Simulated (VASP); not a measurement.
# Si2BiTe2 (P4/mmm) in VASP: further runs

Runs on Si2BiTe2. Level: PBE. Tasks: single point.

All numbers are computed with VASP 6.6.1; they aren't measurements. Logs are shortened: lines on timing, memory, paths and dates and some standing lists are left out, and cuts for length are marked.

## Step 1: The cell of the first run

Symmetry: P4/mmm, No. 123, tetragonal system. The conventional cell has a = 5.202 Å, b = 5.202 Å, c = 5.776 Å, α = 90.00°, β = 90.00°, γ = 90.00°. Within 3.4 Å of Si (site symmetry mmm) lie 2 Te at 2.60 Å. Within 4.8 Å of Bi (site symmetry 4/mmm) lie 12 Te at 3.68 to 4.68 Å and 8 Si at 3.89 Å. Te (site symmetry 4/mmm) has 2 Te at 2.89 Å and 4 Bi at 3.68 Å within 3.8 Å. Te (site symmetry 4/mmm) has 4 Si at 2.60 Å and 2 Te at 2.89 Å within 3.4 Å.

## Step 2: Single point, PBE

INCAR reads:

```
  PREC = Accurate
  ENCUT = 520
  EDIFF = 1E-6
  ISMEAR = 0
  SIGMA = 0.1
  LREAL = False
  LASPH = True
  NELM = 100
  ALGO = Normal
  ISIF = 2
  LWAVE = False
  LCHARG = True
  GGA = PE
  LELF = True
  LVHAR = True
  NBANDS = 26
```

KPOINTS reads:

```
regular mesh
0
Gamma
  4 4 4
```

POSCAR reads:

```
Si2BiTe2
1.0
    5.2022455125      0.0000000000      0.0000000000
    0.0000000000      5.2022455125      0.0000000000
    0.0000000000      0.0000000000      5.7763141542
Si Bi Te
2 1 2
Direct
    0.0000000000      0.5000000000      0.5000000000
    0.5000000000      0.0000000000      0.5000000000
    0.5000000000      0.5000000000      0.0000000000
    0.0000000000      0.0000000000      0.0000000000
    0.0000000000      0.0000000000      0.5000000000
```

Potentials or basis: VASP PAW PBE potentials, release 64 (Si, Bi_d, Te).

On the command line:

```console
> cat potpaw_PBE.64/Si/POTCAR potpaw_PBE.64/Bi_d/POTCAR potpaw_PBE.64/Te/POTCAR > POTCAR
> mpirun -np 1 vasp_std > vasp.out
```

OUTCAR:

```text
PREC = Accurate
   ENCUT = 520
   EDIFF = 1E-6
   ISMEAR = 0
   LREAL = False
   LASPH = True
   NELM = 100
   ISIF = 2
   GGA = PE

 ion  position               nearest neighbor table
   1  0.000  0.500  0.500-   5 2.60   5 2.60
   2  0.500  0.000  0.500-   5 2.60   5 2.60
   3  0.500  0.500  0.000-   4 3.68   4 3.68   4 3.68   4 3.68
   4  0.000  0.000  0.000-   5 2.89   5 2.89   3 3.68   3 3.68   3 3.68   3 3.68
   5  0.000  0.000  0.500-   1 2.60   2 2.60   1 2.60   2 2.60   4 2.89   4 2.89

  LATTYP: Found a simple tetragonal cell.
 ALAT       =     5.2022455125
 C/A-ratio  =     1.1103501633

  Lattice vectors:

 A1 = (   5.2022455125,   0.0000000000,   0.0000000000)
 A2 = (   0.0000000000,   5.2022455125,   0.0000000000)
 A3 = (   0.0000000000,   0.0000000000,   5.7763141542)

Analysis of symmetry for initial positions (statically):
=====================================================================
 Subroutine PRICEL returns:
 Original cell was already a primitive cell.

 Routine SETGRP: Setting up the symmetry group for a
 simple tetragonal supercell.

 Subroutine GETGRP returns: Found 16 space group operations
 (whereof 16 operations were pure point group operations)
 out of a pool of 16 trial point group operations.

The static configuration has the point symmetry D_4h.

Analysis of symmetry for dynamics (positions and initial velocities):
=====================================================================
 Subroutine PRICEL returns:
 Original cell was already a primitive cell.

 Routine SETGRP: Setting up the symmetry group for a
 simple tetragonal supercell.

 Subroutine GETGRP returns: Found 16 space group operations
 (whereof 16 operations were pure point group operations)
 out of a pool of 16 trial point group operations.

The dynamic configuration has the point symmetry D_4h.

 Subroutine INISYM returns: Found 16 space group operations
 (whereof 16 operations are pure point group operations),
 and found     1 'primitive' translations

----------------------------------------------------------------------------------------

                                     Primitive cell

  volume of cell :     156.3265

  direct lattice vectors                    reciprocal lattice vectors
     5.202245513  0.000000000  0.000000000     0.192224684  0.000000000  0.000000000
     0.000000000  5.202245513  0.000000000     0.000000000  0.192224684  0.000000000
     0.000000000  0.000000000  5.776314154     0.000000000  0.000000000  0.173120778
[... 85 lines left out ...]
   EDIFFG = 0.1E-04   stopping-criterion for IOM
   NSW    =      0    number of steps for IOM
   IBRION =     -1    ionic relax: 0-MD 1-quasi-New 2-CG
   NFREE  =      0    steps in history (QN), initial steepest desc. (CG)
   ISIF   =      2    stress and relaxation
   ISYM   =      2    0-nonsym 1-usesym 2-fastsym
   POTIM  = 0.5000    time-step for ionic-motion
   TEBEG  =    0.0;   TEEND  =   0.0 temperature during run
   PSTRESS=    0.0 pullay stress
   NELECT =      35.0000    total number of electrons
   NUPDOWN=      -1.0000    fix difference up-down
   EMIN   =  10.00;   EMAX   =-10.00  energy-range for DOS
   EFERMI =   0.00;   METHOD = LEGACY
   ISMEAR =     0;   SIGMA  =   0.10  broadening in eV -4-tet -1-fermi 0-gaus
   EFERMI_NEDOS =   21; number of points for ismear=-14 and -15
   IALGO  =     38    algorithm
   IMIX   =      4    mixing-type and parameters
     AMIX     =   0.40;   BMIX     =  1.00
     AMIX_MAG =   1.60;   BMIX_MAG =  1.00
  volume/ion in A,a.u.               =      31.27       210.99
  Fermi-wavevector in a.u.,A,eV,Ry     =   0.994077  1.878533 13.445128  0.988189
  Thomas-Fermi vector in A             =   2.126003
   LORBIT       =      0    0 simple, 1 ext, 2 COOP (PROOUT), +10 PAW based schemes
   GGA     = PE    functional components
   LHFCALC =     F    Hartree Fock is set to
   AEXX    =    0.0000 exact exchange contribution
   IVDW    =     0    specifies the selected vdW correction
   LEPSILON=     F    determine dielectric tensor
   LRPA    =     F    only Hartree local field effects (RPA)
 non-spin polarized calculation
 Gauss-broadening in eV      SIGMA  =   0.10
  energy-cutoff  :      520.00
  volume of cell :      156.33
 maximum number of plane-waves:      4257
 NGX is ok and might be reduce to    40
   NGX = 19   NGY = 19   NGZ = 21

 number of electron      34.9999990 magnetization

 Free energy of the ion-electron system (eV)
  ---------------------------------------------------
  ext. energy  EPLUGINS =         0.00000000
  ---------------------------------------------------
  free energy    TOTEN  =       -15.82434019 eV

  energy without entropy =      -15.80114791  energy(sigma->0) =      -15.81274405

 E-fermi :   5.4592     XC(G=0):  -9.0786

 val. band max:        5.4534344629   @ k =   0.5000   0.2500   0.0000
 cond. band min:       5.4806366563   @ k =   0.5000   0.2500   0.2500
 fundamental gap:      0.0272021934
 Fermi energy:         5.4591829513

 k-point     1 :       0.0000    0.0000    0.0000
  band No.  band energies     occupation
      1     -17.6177      2.00000
      2     -17.6161      2.00000
      3     -17.5686      2.00000
      4     -17.5686      2.00000
      5     -17.5542      2.00000
      6      -8.7403      2.00000
[... 511 lines left out ...]
     25       8.0803      0.00000
     26      10.7913      0.00000

------------------------ aborting loop because EDIFF is reached ----------------------------------------

  FORCE on cell =-STRESS in cart. coord.  units (eV):
  Direction    XX          YY          ZZ          XY          YZ          ZX
  --------------------------------------------------------------------------------------
  -------------------------------------------------------------------------------------
  Total        0.0863641      0.0863641     -0.0982677      0.0000000     -0.0000000      0.0000000
  in kB        0.8851385      0.8851385     -1.0071378      0.0000000     -0.0000000      0.0000000
  external PRESSURE =       0.2543797 kB  Pullay stress =       0.0000000 kB

 VOLUME and BASIS-vectors are now :
 -----------------------------------------------------------------------------
  energy-cutoff  :      520.00
  volume of cell :      156.33
      direct lattice vectors                 reciprocal lattice vectors
     5.202245513  0.000000000  0.000000000     0.192224684  0.000000000  0.000000000
     0.000000000  5.202245513  0.000000000     0.000000000  0.192224684  0.000000000
     0.000000000  0.000000000  5.776314154     0.000000000  0.000000000  0.173120778

 POSITION                                       TOTAL-FORCE (eV/Angst)
 -----------------------------------------------------------------------------------
      0.00000      2.60112      2.88816         0.000000      0.000000      0.000000
      2.60112      0.00000      2.88816         0.000000      0.000000      0.000000
      2.60112      2.60112      0.00000         0.000000      0.000000      0.000000
      0.00000      0.00000      0.00000         0.000000      0.000000      0.000000
      0.00000      0.00000      2.88816         0.000000      0.000000      0.000000
 -----------------------------------------------------------------------------------
    total drift:                               -0.000000     -0.000000     -0.000000

  FREE ENERGIE OF THE ION-ELECTRON SYSTEM (eV)
  ---------------------------------------------------
  free  energy   TOTEN  =       -15.8243401944 eV

  energy  without entropy=      -15.8011479132  energy(sigma->0) =      -15.81274405
```

It took 29 s on 1 thread of Intel Xeon 6975P-C (Granite Rapids), shared host; peak memory 0.29 GiB.

What came out:

```yaml
Free_energy: -15.8243 eV
Pressure: 0.0 GPa
```

Caveat: spin-orbit coupling is left out, which moves the levels of the heavy elements.

## Step 3: Single point, PBE

This run uses another cell than the first one, of 31.71 Å³/atom, 1.014 times its volume.

INCAR reads:

```
SYSTEM = Si2BiTe2
PREC = Accurate
ENCUT = 520
EDIFF = 1E-7
ISMEAR = 0
SIGMA = 0.1
LREAL = .False.
LASPH = .True.
NELM = 60
ALGO = Normal
ISIF = 2
LWAVE = .False.
LCHARG = .False.
GGA = PE
NBANDS = 26
```

KPOINTS reads:

```
Automatic mesh
0
Gamma
  4 4 4
  0 0 0
```

POSCAR: that of step 2 with these lines changed.

```diff
@@ -2,5 +2,5 @@
 1.0
-    5.2022455125      0.0000000000      0.0000000000
-    0.0000000000      5.2022455125      0.0000000000
-    0.0000000000      0.0000000000      5.7763141542
+    4.7778314100      0.0000000000      0.0000000000
+    0.0000000000      4.7778314100      0.0000000000
+    0.0000000000      0.0000000000      6.9449648100
 Si Bi Te
```

Potentials or basis: VASP PAW PBE potentials, release 64 (Si, Bi_d, Te).

On the command line:

```console
> cat potpaw_PBE.64/Si/POTCAR potpaw_PBE.64/Bi_d/POTCAR potpaw_PBE.64/Te/POTCAR > POTCAR
> mpirun -np 1 vasp_std > vasp.out
```

OUTCAR:

```text
SYSTEM = Si2BiTe2
   PREC = Accurate
   ENCUT = 520
   EDIFF = 1E-7
   ISMEAR = 0
   LREAL = .False.
   LASPH = .True.
   NELM = 60
   ISIF = 2
   GGA = PE

 ion  position               nearest neighbor table
   1  0.000  0.500  0.500-   5 2.39   5 2.39
   2  0.500  0.000  0.500-   5 2.39   5 2.39
   3  0.500  0.500  0.000-   4 3.38   4 3.38   4 3.38   4 3.38
   4  0.000  0.000  0.000-   3 3.38   3 3.38   3 3.38   3 3.38   5 3.47   5 3.47
   5  0.000  0.000  0.500-   1 2.39   2 2.39   1 2.39   2 2.39   4 3.47   4 3.47

  LATTYP: Found a simple tetragonal cell.
 ALAT       =     4.7778314100
 C/A-ratio  =     1.4535809689

  Lattice vectors:

 A1 = (   4.7778314100,   0.0000000000,   0.0000000000)
 A2 = (   0.0000000000,   4.7778314100,   0.0000000000)
 A3 = (   0.0000000000,   0.0000000000,   6.9449648100)

Analysis of symmetry for initial positions (statically):
=====================================================================
 Subroutine PRICEL returns:
 Original cell was already a primitive cell.

 Routine SETGRP: Setting up the symmetry group for a
 simple tetragonal supercell.

 Subroutine GETGRP returns: Found 16 space group operations
 (whereof 16 operations were pure point group operations)
 out of a pool of 16 trial point group operations.

The static configuration has the point symmetry D_4h.

Analysis of symmetry for dynamics (positions and initial velocities):
=====================================================================
 Subroutine PRICEL returns:
 Original cell was already a primitive cell.

 Routine SETGRP: Setting up the symmetry group for a
 simple tetragonal supercell.

 Subroutine GETGRP returns: Found 16 space group operations
 (whereof 16 operations were pure point group operations)
 out of a pool of 16 trial point group operations.

The dynamic configuration has the point symmetry D_4h.

 Subroutine INISYM returns: Found 16 space group operations
 (whereof 16 operations are pure point group operations),
 and found     1 'primitive' translations

----------------------------------------------------------------------------------------

                                     Primitive cell

  volume of cell :     158.5374

  direct lattice vectors                    reciprocal lattice vectors
     4.777831410  0.000000000  0.000000000     0.209299976  0.000000000  0.000000000
     0.000000000  4.777831410  0.000000000     0.000000000  0.209299976  0.000000000
     0.000000000  0.000000000  6.944964810     0.000000000  0.000000000  0.143989211

  length of vectors
     4.777831410  4.777831410  6.944964810     0.209299976  0.209299976  0.143989211

  position of ions in fractional coordinates (direct lattice)
     0.000000000  0.500000000  0.500000000
     0.500000000  0.000000000  0.500000000
     0.500000000  0.500000000  0.000000000
     0.000000000  0.000000000  0.000000000
     0.000000000  0.000000000  0.500000000

  ion indices of the primitive-cell ions
   primitive index   ion index
                 1           1
                 2           2
                 3           3
                 4           4
                 5           5
[... 21 lines left out ...]

 Subroutine IBZKPT returns following result:
 ===========================================

 Found     18 irreducible k-points:

 Following reciprocal coordinates:
            Coordinates               Weight
  0.000000  0.000000  0.000000      1.000000
  0.250000  0.000000  0.000000      4.000000
  0.500000  0.000000  0.000000      2.000000
  0.250000  0.250000  0.000000      4.000000
  0.500000  0.250000  0.000000      4.000000
  0.500000  0.500000  0.000000      1.000000
[... 10 lines left out ...]
  0.500000  0.250000  0.500000      4.000000
  0.500000  0.500000  0.500000      1.000000
   k-points           NKPTS =     18   k-points in BZ     NKDIM =     18   number of bands    NBANDS=     26
   number of dos      NEDOS =    301   number of ions     NIONS =      5
   total plane-waves  NPLWV =  69984
   dimension x,y,z NGX =    36 NGY =   36 NGZ =   54
   dimension x,y,z NGXF=    72 NGYF=   72 NGZF=  108
   ions per type =               2   1   2
   NGX,Y,Z   is equivalent  to a cutoff of  12.53, 12.53, 12.93 a.u.
   NGXF,Y,Z  is equivalent  to a cutoff of  25.05, 25.05, 25.85 a.u.
 SYSTEM =  Si2BiTe2
   PREC   = accura    normal or accurate (medium, high low for compatibility)
   ISTART =      0    job   : 0-new  1-cont  2-samecut
   ICHARG =      2    charge: 1-file 2-atom 10-const
   ISPIN  =      1    spin polarized calculation?
   LNONCOLLINEAR =      F non collinear calculations
   LSORBIT =      F    spin-orbit coupling
   LASPH  =      T    aspherical Exc in radial PAW
   ENCUT  =  520.0 eV  38.22 Ry    6.18 a.u.   8.88  8.88 12.91*2*pi/ulx,y,z
   NELM   =     60;   NELMIN=  2; NELMDL= -5     # of ELM steps
   EDIFF  = 0.1E-06   stopping-criterion for ELM
   LREAL  =      F    real-space projection
   EDIFFG = 0.1E-05   stopping-criterion for IOM
   NSW    =      0    number of steps for IOM
   IBRION =     -1    ionic relax: 0-MD 1-quasi-New 2-CG
   NFREE  =      0    steps in history (QN), initial steepest desc. (CG)
   ISIF   =      2    stress and relaxation
   ISYM   =      2    0-nonsym 1-usesym 2-fastsym
   POTIM  = 0.5000    time-step for ionic-motion
   TEBEG  =    0.0;   TEEND  =   0.0 temperature during run
   PSTRESS=    0.0 pullay stress
   NELECT =      35.0000    total number of electrons
   NUPDOWN=      -1.0000    fix difference up-down
   EMIN   =  10.00;   EMAX   =-10.00  energy-range for DOS
   EFERMI =   0.00;   METHOD = LEGACY
   ISMEAR =     0;   SIGMA  =   0.10  broadening in eV -4-tet -1-fermi 0-gaus
   EFERMI_NEDOS =   21; number of points for ismear=-14 and -15
   IALGO  =     38    algorithm
   IMIX   =      4    mixing-type and parameters
     AMIX     =   0.40;   BMIX     =  1.00
     AMIX_MAG =   1.60;   BMIX_MAG =  1.00
  volume/ion in A,a.u.               =      31.71       213.97
  Fermi-wavevector in a.u.,A,eV,Ry     =   0.989434  1.869760 13.319834  0.978980
  Thomas-Fermi vector in A             =   2.121033
   LORBIT       =      0    0 simple, 1 ext, 2 COOP (PROOUT), +10 PAW based schemes
   GGA     = PE    functional components
   LHFCALC =     F    Hartree Fock is set to
   AEXX    =    0.0000 exact exchange contribution
   IVDW    =     0    specifies the selected vdW correction
   LEPSILON=     F    determine dielectric tensor
   LRPA    =     F    only Hartree local field effects (RPA)
 non-spin polarized calculation
 Gauss-broadening in eV      SIGMA  =   0.10
  energy-cutoff  :      520.00
  volume of cell :      158.54
 maximum number of plane-waves:      4336
 NGX is ok and might be reduce to    36
   NGX = 17   NGY = 17   NGZ = 25

 number of electron      35.0000005 magnetization

 Free energy of the ion-electron system (eV)
  ---------------------------------------------------
  ext. energy  EPLUGINS =         0.00000000
  ---------------------------------------------------
  free energy    TOTEN  =       -14.82568912 eV

  energy without entropy =      -14.79068142  energy(sigma->0) =      -14.80818527

 E-fermi :   5.1381     XC(G=0):  -8.9356

 val. band max:        5.1366763644   @ k =   0.2500   0.0000   0.0000
 cond. band min:       5.1787908375   @ k =   0.2500   0.0000   0.2500
 fundamental gap:      0.0421144731
 Fermi energy:         5.1381138527

 k-point     1 :       0.0000    0.0000    0.0000
  band No.  band energies     occupation
      1     -18.0173      2.00000
      2     -18.0135      2.00000
      3     -17.9593      2.00000
      4     -17.9593      2.00000
      5     -17.9447      2.00000
      6      -9.2616      2.00000
[... 511 lines left out ...]
     25       9.4162      0.00000
     26       9.5249      0.00000

------------------------ aborting loop because EDIFF is reached ----------------------------------------

  FORCE on cell =-STRESS in cart. coord.  units (eV):
  Direction    XX          YY          ZZ          XY          YZ          ZX
  --------------------------------------------------------------------------------------
  -------------------------------------------------------------------------------------
  Total        8.2672871      8.2672871     -2.0139676      0.0000000      0.0000000      0.0000000
  in kB       83.5491259     83.5491259    -20.3531375      0.0000000      0.0000000      0.0000000
  external PRESSURE =      48.9150381 kB  Pullay stress =       0.0000000 kB

 VOLUME and BASIS-vectors are now :
 -----------------------------------------------------------------------------
  energy-cutoff  :      520.00
  volume of cell :      158.54
      direct lattice vectors                 reciprocal lattice vectors
     4.777831410  0.000000000  0.000000000     0.209299976  0.000000000  0.000000000
     0.000000000  4.777831410  0.000000000     0.000000000  0.209299976  0.000000000
     0.000000000  0.000000000  6.944964810     0.000000000  0.000000000  0.143989211

 POSITION                                       TOTAL-FORCE (eV/Angst)
 -----------------------------------------------------------------------------------
      0.00000      2.38892      3.47248         0.000000      0.000000      0.000000
      2.38892      0.00000      3.47248         0.000000      0.000000      0.000000
      2.38892      2.38892      0.00000         0.000000      0.000000      0.000000
      0.00000      0.00000      0.00000         0.000000      0.000000      0.000000
      0.00000      0.00000      3.47248         0.000000      0.000000      0.000000
 -----------------------------------------------------------------------------------
    total drift:                                0.000000      0.000000      0.000000

  FREE ENERGIE OF THE ION-ELECTRON SYSTEM (eV)
  ---------------------------------------------------
  free  energy   TOTEN  =       -14.8256891174 eV

  energy  without entropy=      -14.7906814226  energy(sigma->0) =      -14.80818527
```

OSZICAR:

```text
N       E                     dE             d eps       ncg     rms          rms(c)
DAV:   1     0.236181234912E+03    0.23618E+03   -0.14485E+04   944   0.116E+03
DAV:   2     0.503581454902E+01   -0.23115E+03   -0.22308E+03  1110   0.277E+02
DAV:   3    -0.145135692776E+02   -0.19549E+02   -0.19117E+02  1208   0.872E+01
DAV:   4    -0.151507743145E+02   -0.63721E+00   -0.63435E+00  1170   0.178E+01
DAV:   5    -0.151740274617E+02   -0.23253E-01   -0.23250E-01  1344   0.311E+00    0.160E+01
DAV:   6    -0.148969915781E+02    0.27704E+00   -0.19349E+00  1116   0.448E+00    0.974E+00
DAV:   7    -0.148921190803E+02    0.48725E-02   -0.71223E-01  1078   0.287E+00    0.487E+00
DAV:   8    -0.148250107164E+02    0.67108E-01   -0.13050E-01  1044   0.149E+00    0.470E-01
DAV:   9    -0.148258518028E+02   -0.84109E-03   -0.13195E-02  1092   0.451E-01    0.451E-01
DAV:  10    -0.148257725291E+02    0.79274E-04   -0.84065E-04  1144   0.170E-01    0.190E-01
DAV:  11    -0.148256825455E+02    0.89984E-04   -0.17347E-04  1186   0.658E-02    0.549E-02
DAV:  12    -0.148256872899E+02   -0.47444E-05   -0.28189E-05  1120   0.263E-02    0.106E-02
DAV:  13    -0.148256888123E+02   -0.15223E-05   -0.27001E-06  1258   0.908E-03    0.479E-03
DAV:  14    -0.148256891519E+02   -0.33958E-06   -0.41364E-07  1020   0.320E-03    0.240E-03
DAV:  15    -0.148256891174E+02    0.34473E-07   -0.63709E-08   628   0.154E-03
   1 F= -.14825689E+02 E0= -.14808185E+02  d E =-.350077E-01
```

Run time: 30 s. Hardware: 1 thread of Intel Xeon 6975P-C (Granite Rapids), shared host; peak memory 0.28 GiB.

What came out:

```yaml
Free_energy: -14.8257 eV
Pressure: 4.9 GPa
```

Caveat: spin-orbit coupling is left out, which moves the levels of the heavy elements.
